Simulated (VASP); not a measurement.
Input of a VASP 6.6.1 run:

The input INCAR:

```
ALGO = Normal
EDIFF = 1E-6
ENCUT = 690
GGA = PS
GGA_COMPAT = False
ISIF = 2
ISMEAR = 1
ISPIN = 2
IVDW = 12
LASPH = True
LCHARG = False
LMAXMIX = 4
LORBIT = 11
LREAL = False
LWAVE = False
MAGMOM = 3
NBANDS = 18
NELM = 200
PREC = Accurate
SIGMA = 0.1
```

The input KPOINTS:

```
k-points
0
Gamma
  13 13 13
```

File POSCAR:

```
Fe
1.0
   -1.4713013028      1.4713013028      1.4713013028
    1.4713013028     -1.4713013028      1.4713013028
    1.4713013028      1.4713013028     -1.4713013028
Fe
1
Direct
    0.0000000000      0.0000000000      0.0000000000
```

Potentials or basis: VASP PAW PBE potentials, release 64 (Fe_sv).

Launch:

```bash
$ cat potpaw_PBE.64/Fe_sv/POTCAR > POTCAR
$ mpirun -np 1 vasp_std > vasp.out
```

(1) Estimate the site moments.

(2) Predict the pressure.

(3) Predict the dispersion energy per atom.

(4) Predict the net moment.

Results:

(1) Fe +2.53 μB.

(2) -25.3 GPa.

(3) -0.296 eV.

(4) 2.53 μB per cell.

Caveat: the cell stands under tension; the PAW data sets were made with another functional, which shifts forces and pressure a little.
